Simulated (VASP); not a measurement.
# GaN (I-4m2) in VASP: a series of runs

Runs on GaN. Level: LDA. Tasks: single point.

All numbers are computed with VASP 6.6.1; they aren't measurements. Logs are shortened: lines on timing, memory, paths and dates and some standing lists are left out, and cuts for length are marked.

## 1. The cell of the first run

Symmetry: I-4m2, No. 119, tetragonal system. Conventional cell: a = 3.119 Å, b = 3.119 Å, c = 4.504 Å, α = 90.00°, β = 90.00°, γ = 90.00°. Ga (site symmetry -4m2) has 4 N at 1.92 Å within 2.6 Å. N (site symmetry -4m2) has 4 Ga at 1.92 Å within 2.6 Å.

## 2. Single point, LDA (in-plane strain -0.01, then relaxed in part)

INCAR

```
SYSTEM = GaN
PREC = Accurate
ENCUT = 520
EDIFF = 1E-7
ISMEAR = 0
SIGMA = 0.01
LREAL = .FALSE.
LASPH = .TRUE.
NELM = 80
ALGO = Normal
ISIF = 2
LWAVE = .FALSE.
LCHARG = .FALSE.
GGA = CA
NBANDS = 16
```

KPOINTS

```
Automatic mesh
0
G
  10 10 10
  0 0 0
```

POSCAR

```
GaN
1.0
    2.2054274542      2.2054274542      0.0000000000
   -2.2054274542      2.2054274542      0.0000000000
    0.0000000000      2.2054274542      2.2517981924
Ga N
1 1
Direct
    0.0000000000      0.0000000000      0.0000000000
    0.2500000000      0.7500000000      0.5000000000
```

Potentials or basis: VASP PAW LDA potentials, release 64 (Ga_d, N).

Started as:

```sh
$ cat potpaw_LDA.64/Ga_d/POTCAR potpaw_LDA.64/N/POTCAR > POTCAR
$ mpirun -np 1 vasp_std > vasp.out
```

OUTCAR:

```text
SYSTEM = GaN
   PREC = Accurate
   ENCUT = 520
   EDIFF = 1E-7
   ISMEAR = 0
   LREAL = .FALSE.
   LASPH = .TRUE.
   NELM = 80
   ISIF = 2
   GGA = CA

 ion  position               nearest neighbor table
   1  0.000  0.000  0.000-   2 1.92   2 1.92   2 1.92   2 1.92
   2  0.250  0.750  0.500-   1 1.92   1 1.92   1 1.92   1 1.92

  LATTYP: Found a body centered tetragonal cell.
 ALAT       =     3.1189454166
 C/A-ratio  =     1.4439484452

  Lattice vectors:

 A1 = (   2.2054274542,   0.0000000000,  -2.2517981924)
 A2 = (  -2.2054274542,   0.0000000000,  -2.2517981924)
 A3 = (   0.0000000000,   2.2054274542,   2.2517981924)

Analysis of symmetry for initial positions (statically):
=====================================================================
 Subroutine PRICEL returns:
 Original cell was already a primitive cell.

 Routine SETGRP: Setting up the symmetry group for a
 body centered tetragonal supercell.

 Subroutine GETGRP returns: Found  8 space group operations
 (whereof  8 operations were pure point group operations)
 out of a pool of 16 trial point group operations.

The static configuration has the point symmetry D_2d.

Analysis of symmetry for dynamics (positions and initial velocities):
=====================================================================
 Subroutine PRICEL returns:
 Original cell was already a primitive cell.

 Routine SETGRP: Setting up the symmetry group for a
 body centered tetragonal supercell.

 Subroutine GETGRP returns: Found  8 space group operations
 (whereof  8 operations were pure point group operations)
 out of a pool of 16 trial point group operations.

The dynamic configuration has the point symmetry D_2d.

 Subroutine INISYM returns: Found  8 space group operations
 (whereof  8 operations are pure point group operations),
 and found     1 'primitive' translations

----------------------------------------------------------------------------------------

                                     Primitive cell

  volume of cell :      21.9051

  direct lattice vectors                    reciprocal lattice vectors
     2.205427454  2.205427454  0.000000000     0.226713420  0.226713420 -0.222044765
    -2.205427454  2.205427454  0.000000000    -0.226713420  0.226713420 -0.222044765
     0.000000000  2.205427454  2.251798192     0.000000000  0.000000000  0.444089530

  length of vectors
     3.118945417  3.118945417  3.151905036     0.390002342  0.390002342  0.444089530

[... 74 lines left out ...]
   ISPIN  =      1    spin polarized calculation?
   LNONCOLLINEAR =      F non collinear calculations
   LSORBIT =      F    spin-orbit coupling
   LASPH  =      T    aspherical Exc in radial PAW
   ENCUT  =  520.0 eV  38.22 Ry    6.18 a.u.   5.80  5.80  5.86*2*pi/ulx,y,z
   NELM   =     80;   NELMIN=  2; NELMDL= -5     # of ELM steps
   EDIFF  = 0.1E-06   stopping-criterion for ELM
   LREAL  =      F    real-space projection
   EDIFFG = 0.1E-05   stopping-criterion for IOM
   NSW    =      0    number of steps for IOM
   IBRION =     -1    ionic relax: 0-MD 1-quasi-New 2-CG
   NFREE  =      0    steps in history (QN), initial steepest desc. (CG)
   ISIF   =      2    stress and relaxation
   ISYM   =      2    0-nonsym 1-usesym 2-fastsym
   POTIM  = 0.5000    time-step for ionic-motion
   TEBEG  =    0.0;   TEEND  =   0.0 temperature during run
   PSTRESS=    0.0 pullay stress
   NELECT =      18.0000    total number of electrons
   NUPDOWN=      -1.0000    fix difference up-down
   EMIN   =  10.00;   EMAX   =-10.00  energy-range for DOS
   EFERMI =   0.00;   METHOD = LEGACY
   ISMEAR =     0;   SIGMA  =   0.01  broadening in eV -4-tet -1-fermi 0-gaus
   EFERMI_NEDOS =   21; number of points for ismear=-14 and -15
   IALGO  =     38    algorithm
   IMIX   =      4    mixing-type and parameters
     AMIX     =   0.40;   BMIX     =  1.00
     AMIX_MAG =   1.60;   BMIX_MAG =  1.00
  volume/ion in A,a.u.               =      10.95        73.91
  Fermi-wavevector in a.u.,A,eV,Ry     =   1.533383  2.897674 31.990884  2.351264
  Thomas-Fermi vector in A             =   2.640458
   LORBIT       =      0    0 simple, 1 ext, 2 COOP (PROOUT), +10 PAW based schemes
   GGA     = CA    functional components
   LHFCALC =     F    Hartree Fock is set to
   AEXX    =    0.0000 exact exchange contribution
   IVDW    =     0    specifies the selected vdW correction
   LEPSILON=     F    determine dielectric tensor
   LRPA    =     F    only Hartree local field effects (RPA)
 non-spin polarized calculation
 Gauss-broadening in eV      SIGMA  =   0.01
  energy-cutoff  :      520.00
  volume of cell :       21.91
 maximum number of plane-waves:       604
   NGX = 11   NGY = 11   NGZ = 11

 number of electron      18.0000012 magnetization

 Free energy of the ion-electron system (eV)
  ---------------------------------------------------
  ext. energy  EPLUGINS =         0.00000000
  ---------------------------------------------------
  free energy    TOTEN  =       -13.93838104 eV

  energy without entropy =      -13.93838104  energy(sigma->0) =      -13.93838104

 E-fermi :   5.6403     XC(G=0): -12.3547

 val. band max:        5.5617045836   @ k =   0.0000   0.0000   0.0000
 cond. band min:       7.5586665763   @ k =   0.0000   0.0000   0.0000
 fundamental gap:      1.9969619927
 Fermi energy:         5.6403402507

 k-point     1 :       0.0000    0.0000    0.0000
  band No.  band energies     occupation
      1     -10.6645      2.00000
      2      -8.0921      2.00000
      3      -8.0680      2.00000
      4      -8.0680      2.00000
      5      -7.7135      2.00000
      6      -7.7103      2.00000
[... 433 lines left out ...]
      3      -7.8228      2.00000
      4      -7.7778      2.00000
      5      -7.6728      2.00000
      6      -5.7539      2.00000
[... 8 lines left out ...]
     15      25.5494      0.00000
     16      28.6861      0.00000

 [... further k-points ...]
[... 5 lines left out ...]
  --------------------------------------------------------------------------------------
  -------------------------------------------------------------------------------------
  Total        0.5438455      0.5438455      0.1618306      0.0000000      0.0000000      0.0000000
  in kB       39.7778336     39.7778336     11.8365799      0.0000000      0.0000000      0.0000000
  external PRESSURE =      30.4640824 kB  Pullay stress =       0.0000000 kB

 VOLUME and BASIS-vectors are now :
 -----------------------------------------------------------------------------
  energy-cutoff  :      520.00
  volume of cell :       21.91
      direct lattice vectors                 reciprocal lattice vectors
     2.205427454  2.205427454  0.000000000     0.226713420  0.226713420 -0.222044765
    -2.205427454  2.205427454  0.000000000    -0.226713420  0.226713420 -0.222044765
     0.000000000  2.205427454  2.251798192     0.000000000  0.000000000  0.444089530

 POSITION                                       TOTAL-FORCE (eV/Angst)
 -----------------------------------------------------------------------------------
      0.00000      0.00000      0.00000         0.000000      0.000000      0.000000
     -1.10271      3.30814      1.12590         0.000000     -0.000000      0.000000
 -----------------------------------------------------------------------------------
    total drift:                                0.000002     -0.000000      0.000000

  FREE ENERGIE OF THE ION-ELECTRON SYSTEM (eV)
  ---------------------------------------------------
  free  energy   TOTEN  =       -13.9383810420 eV

  energy  without entropy=      -13.9383810420  energy(sigma->0) =      -13.93838104
```

It took 37 s on 1 thread of Intel Xeon 8259CL, shared host; peak memory 0.15 GiB.

What came out:

```yaml
Free_energy: -13.9384 eV
Pressure: 3.0 GPa
Band_gap_on_the_k_mesh: 2.00 eV, direct
```

Levels at points of the mesh, in eV from the valence-band top:
| k point | band 5 | band 6 | band 7 | band 8 | band 9 | band 10 | band 11 | band 12 | band 13 | band 14 |
| --- | --- | --- | --- | --- | --- | --- | --- | --- | --- | --- |
| (0.00, 0.00, 0.00) | -13.28 | -13.27 | -0.10 | 0.00 | 0.00 | 2.00 | 10.33 | 10.33 | 10.39 | 17.86 |
| (0.50, 0.00, 0.00) | -13.21 | -11.90 | -7.45 | -1.15 | -0.99 | 4.80 | 8.78 | 10.25 | 10.56 | 15.72 |
| (0.50, 0.50, 0.00) | -13.18 | -11.38 | -6.34 | -2.98 | -2.97 | 3.18 | 6.59 | 11.89 | 13.89 | 14.40 |
| (0.00, 0.00, 0.50) | -13.19 | -11.51 | -6.58 | -2.81 | -2.81 | 3.33 | 6.93 | 11.58 | 14.26 | 14.26 |

Caveat: the cell differs from its parent crystal (in-plane strain -0.01, then relaxed in part).

## 3. Single point, LDA (in-plane strain -0.01)

INCAR

```
SYSTEM = GaN
PREC = Accurate
ENCUT = 520
EDIFF = 1E-6
ISMEAR = 0
SIGMA = 0.01
LREAL = .False.
LASPH = .True.
NELM = 80
ALGO = Normal
ISIF = 2
LWAVE = .False.
LCHARG = .False.
NBANDS = 16
```

KPOINTS

```
regular mesh
0
Gamma
  10 10 10
  0 0 0
```

Changes to POSCAR since step 2:

```diff
@@ -4,3 +4,3 @@
    -2.2054274542      2.2054274542      0.0000000000
-    0.0000000000      2.2054274542      2.2517981924
+    0.0000000000      2.2054274542      2.2410707261
 Ga N
```

Potentials or basis: VASP PAW LDA potentials, release 64 (Ga_d, N).

Started as:

```sh
$ cat potpaw_LDA.64/Ga_d/POTCAR potpaw_LDA.64/N/POTCAR > POTCAR
$ mpirun -np 1 vasp_std > vasp.out
```

OUTCAR:

```text
SYSTEM = GaN
   PREC = Accurate
   ENCUT = 520
   EDIFF = 1E-6
   ISMEAR = 0
   LREAL = .False.
   LASPH = .True.
   NELM = 80
   ISIF = 2

 ion  position               nearest neighbor table
   1  0.000  0.000  0.000-   2 1.92   2 1.92   2 1.92   2 1.92
   2  0.250  0.750  0.500-   1 1.92   1 1.92   1 1.92   1 1.92

  LATTYP: Found a body centered tetragonal cell.
 ALAT       =     3.1189454166
 C/A-ratio  =     1.4370695391

  Lattice vectors:

 A1 = (   2.2054274542,   0.0000000000,  -2.2410707261)
[... 643 lines left out ...]

  FORCE on cell =-STRESS in cart. coord.  units (eV):
  Direction    XX          YY          ZZ          XY          YZ          ZX
  --------------------------------------------------------------------------------------
  -------------------------------------------------------------------------------------
  Total        0.6547069      0.6547069      0.3663552      0.0000000      0.0000000      0.0000000
  in kB       48.1156537     48.1156537     26.9241378      0.0000000      0.0000000      0.0000000
  external PRESSURE =      41.0518151 kB  Pullay stress =       0.0000000 kB

 VOLUME and BASIS-vectors are now :
 -----------------------------------------------------------------------------
  energy-cutoff  :      520.00
  volume of cell :       21.80
      direct lattice vectors                 reciprocal lattice vectors
     2.205427454  2.205427454  0.000000000     0.226713420  0.226713420 -0.223107640
    -2.205427454  2.205427454  0.000000000    -0.226713420  0.226713420 -0.223107640
     0.000000000  2.205427454  2.241070726     0.000000000  0.000000000  0.446215279

 POSITION                                       TOTAL-FORCE (eV/Angst)
 -----------------------------------------------------------------------------------
      0.00000      0.00000      0.00000        -0.000000     -0.000000      0.000000
     -1.10271      3.30814      1.12054         0.000000      0.000000      0.000000
 -----------------------------------------------------------------------------------
    total drift:                                0.000002     -0.000000      0.000000

  FREE ENERGIE OF THE ION-ELECTRON SYSTEM (eV)
  ---------------------------------------------------
  free  energy   TOTEN  =       -13.9370585369 eV

  energy  without entropy=      -13.9370585369  energy(sigma->0) =      -13.93705854
```

OSZICAR:

```text
N       E                     dE             d eps       ncg     rms          rms(c)
DAV:   1     0.786376758041E+02    0.78638E+02   -0.94108E+03  3640   0.203E+03
DAV:   2    -0.107136110208E+02   -0.89351E+02   -0.84018E+02  3696   0.329E+02
DAV:   3    -0.159937359398E+02   -0.52801E+01   -0.52627E+01  3808   0.670E+01
DAV:   4    -0.160447494095E+02   -0.51013E-01   -0.51008E-01  4184   0.694E+00
DAV:   5    -0.160454119820E+02   -0.66257E-03   -0.66257E-03  3968   0.741E-01    0.767E+00
DAV:   6    -0.139932587256E+02    0.20522E+01   -0.49327E+00  4904   0.418E+01    0.268E+00
DAV:   7    -0.139653575581E+02    0.27901E-01   -0.25924E-01  3736   0.591E+00    0.170E+00
DAV:   8    -0.139400851392E+02    0.25272E-01   -0.64032E-02  4000   0.274E+00    0.672E-01
DAV:   9    -0.139371023851E+02    0.29828E-02   -0.11369E-02  4504   0.234E+00    0.184E-01
DAV:  10    -0.139371273900E+02   -0.25005E-04   -0.15134E-03  4016   0.546E-01    0.739E-02
DAV:  11    -0.139370567507E+02    0.70639E-04   -0.20812E-04  5000   0.241E-01    0.577E-03
DAV:  12    -0.139370585980E+02   -0.18473E-05   -0.17825E-05  3672   0.381E-02    0.613E-03
DAV:  13    -0.139370585369E+02    0.61045E-07   -0.26638E-07  2624   0.129E-02
   1 F= -.13937059E+02 E0= -.13937059E+02  d E =-.222967E-31
```

stdout:

```text
POSCAR found type information on POSCAR GaN
 POSCAR found :  2 types and       2 ions
 scaLAPACK will be used
 LDA part: xc-table for (Slater(with rela. corr.)+CA(PZ))
 , standard interpolation
 POSCAR, INCAR and KPOINTS ok, starting setup
 FFT: planning ... GRIDC
 FFT: planning ... GRID_SOFT
 FFT: planning ... GRID
 WAVECAR not read
 entering main loop
```

Run time: 47 s. Hardware: 1 thread of Intel Xeon 8259CL, shared host; peak memory 0.15 GiB.

Results:

```yaml
Free_energy: -13.9371 eV
Pressure: 4.1 GPa
Band_gap_on_the_k_mesh: 2.04 eV, direct
```

Caveat: the cell differs from its parent crystal (in-plane strain -0.01).

(Part 1 of 2 ends here.)
